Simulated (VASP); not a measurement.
# GeSb2Te4 (I-4m2) in VASP: notebook, part 2 of 2

VASP 6.6.1.

## Step 3: Single point, PBE

Contents of INCAR:

```
PREC = Accurate ; ENCUT = 520
EDIFF = 1E-7 ; ISMEAR = 0
SIGMA = 0.1 ; LREAL = False
LASPH = True ; NELM = 100
ALGO = Normal ; ISIF = 2
LWAVE = False ; LCHARG = False
GGA = PE ; NBANDS = 33
```

Contents of KPOINTS:

```
Automatic mesh
0
Gamma
  10 10 10
```

Contents of POSCAR:

```
GeSb2Te4
1.0
   -3.0580696279      3.0580696279      6.0683152537
    3.0580696279     -3.0580696279      6.0683152537
    3.0580696279      3.0580696279     -6.0683152537
Ge Sb Te
1 2 4
Direct
    0.0000000000      0.0000000000      0.0000000000
    0.5000000000      0.5000000000      0.0000000000
    0.2500000000      0.7500000000      0.5000000000
    0.5038065574      0.0038065574      0.5000000000
    0.2461313561      0.2461313561      0.0000000000
    0.9961934426      0.4961934426      0.5000000000
    0.7538686439      0.7538686439      0.0000000000
```

Potentials or basis: VASP PAW PBE potentials, release 64 (Ge_d, Sb, Te).

Command:

```
$ cat potpaw_PBE.64/Ge_d/POTCAR potpaw_PBE.64/Sb/POTCAR potpaw_PBE.64/Te/POTCAR > POTCAR
$ mpirun -np 1 vasp_std > vasp.out
```

OUTCAR:

```text
PREC = Accurate
   ENCUT = 520
   EDIFF = 1E-7
   ISMEAR = 0
   LREAL = False
   LASPH = True
   NELM = 100
   ISIF = 2
   GGA = PE

 ion  position               nearest neighbor table
   1  0.000  0.000  0.000-   5 2.99   7 2.99   6 3.06   4 3.06   4 3.06   6 3.06
   2  0.500  0.500  0.000-   4 3.06   6 3.06   4 3.06   6 3.06   5 3.08   7 3.08
   3  0.250  0.750  0.500-   7 3.06   5 3.06   7 3.06   5 3.06   4 3.08   6 3.08
   4  0.504  0.004  0.500-   1 3.06   2 3.06   2 3.06   1 3.06   3 3.08
   5  0.246  0.246  0.000-   1 2.99   3 3.06   3 3.06   2 3.08
   6  0.996  0.496  0.500-   2 3.06   1 3.06   1 3.06   2 3.06   3 3.08
   7  0.754  0.754  0.000-   1 2.99   3 3.06   3 3.06   2 3.08

  LATTYP: Found a body centered tetragonal cell.
 ALAT       =     6.1161392558
 C/A-ratio  =     1.9843613757

  Lattice vectors:

 A1 = (  -3.0580696279,   3.0580696279,   6.0683152537)
 A2 = (   3.0580696279,  -3.0580696279,   6.0683152537)
 A3 = (   3.0580696279,   3.0580696279,  -6.0683152537)

[... 187 lines left out ...]
 cond. band min:       5.4051555889   @ k =   0.4000   0.2000   0.1000
 fundamental gap:      0.0136970160
 Fermi energy:         5.3950897379

 k-point     1 :       0.0000    0.0000    0.0000
  band No.  band energies     occupation
      1     -19.4344      2.00000
      2     -19.4300      2.00000
      3     -19.4175      2.00000
      4     -19.4147      2.00000
      5     -19.4147      2.00000
      6      -7.3362      2.00000
[... 853 lines left out ...]
     32       8.3962      0.00000
     33       9.5449      0.00000

 [... further k-points ...]

------------------------ aborting loop because EDIFF is reached ----------------------------------------

  FORCE on cell =-STRESS in cart. coord.  units (eV):
  Direction    XX          YY          ZZ          XY          YZ          ZX
  --------------------------------------------------------------------------------------
  -------------------------------------------------------------------------------------
  Total       -0.0477653     -0.0477653     -0.0554391      0.0000000      0.0000000     -0.0000000
  in kB       -0.3371321     -0.3371321     -0.3912947      0.0000000      0.0000000     -0.0000000
  external PRESSURE =      -0.3551863 kB  Pullay stress =       0.0000000 kB

 VOLUME and BASIS-vectors are now :
 -----------------------------------------------------------------------------
  energy-cutoff  :      520.00
  volume of cell :      227.00
      direct lattice vectors                 reciprocal lattice vectors
    -3.058069628  3.058069628  6.068315254     0.000000000  0.163501836  0.082395192
     3.058069628 -3.058069628  6.068315254     0.163501836  0.000000000  0.082395192
     3.058069628  3.058069628 -6.068315254     0.163501836  0.163501836  0.000000000

 POSITION                                       TOTAL-FORCE (eV/Angst)
 -----------------------------------------------------------------------------------
      0.00000      0.00000      0.00000         0.000000     -0.000000     -0.000000
      0.00000      0.00000      6.06832         0.000000     -0.000000     -0.000000
      3.05807      0.00000      3.03416         0.000000     -0.000000     -0.000000
      0.00000      3.05807      0.04620        -0.000000      0.000000     -0.010438
      0.00000      0.00000      2.98721         0.000000     -0.000000      0.004566
     -0.00000      3.05807      6.02212        -0.000000      0.000000      0.010438
      0.00000      0.00000      9.14943         0.000000     -0.000000     -0.004566
 -----------------------------------------------------------------------------------
    total drift:                                0.000000     -0.000000     -0.000000

  FREE ENERGIE OF THE ION-ELECTRON SYSTEM (eV)
  ---------------------------------------------------
  free  energy   TOTEN  =       -25.4328989479 eV

  energy  without entropy=      -25.4259072834  energy(sigma->0) =      -25.42940312
```

It took 34 min on 1 thread of Intel Xeon 8259CL, shared host; peak memory 0.94 GiB.

Results:

* Free energy: -25.4329 eV
* Pressure: 0.0 GPa
* Largest force: 0.010 eV/Å
* Band gap on the k mesh: zero (bands 24 and 25 overlap by 0.16 eV)

Forces on the atoms (eV/Å):
```
Ge   0.000  0.000  0.000
Sb   0.000  0.000  0.000
Sb   0.000  0.000  0.000
Te   0.000  0.000 -0.010
Te   0.000  0.000  0.005
Te   0.000  0.000  0.010
Te   0.000  0.000 -0.005
```

Levels at points of the mesh, in eV from the Fermi level:
```csv
k point,band 21,band 22,band 23,band 24,band 25,band 26,band 27,band 28
"(0.00, 0.00, 0.00)",-0.86,-0.41,-0.41,-0.18,0.62,2.13,2.95,3.64
"(0.50, 0.00, 0.00)",-1.02,-0.79,-0.68,-0.42,0.20,1.00,1.45,1.93
"(0.50, 0.50, 0.00)",-0.72,-0.64,-0.48,0.00,0.01,0.10,0.10,0.27
"(0.50, 0.50, 0.50)",-2.17,-0.83,-0.63,-0.63,1.58,3.02,3.02,3.25
```

Caveat: spin-orbit coupling is left out, which moves the levels of the heavy elements.
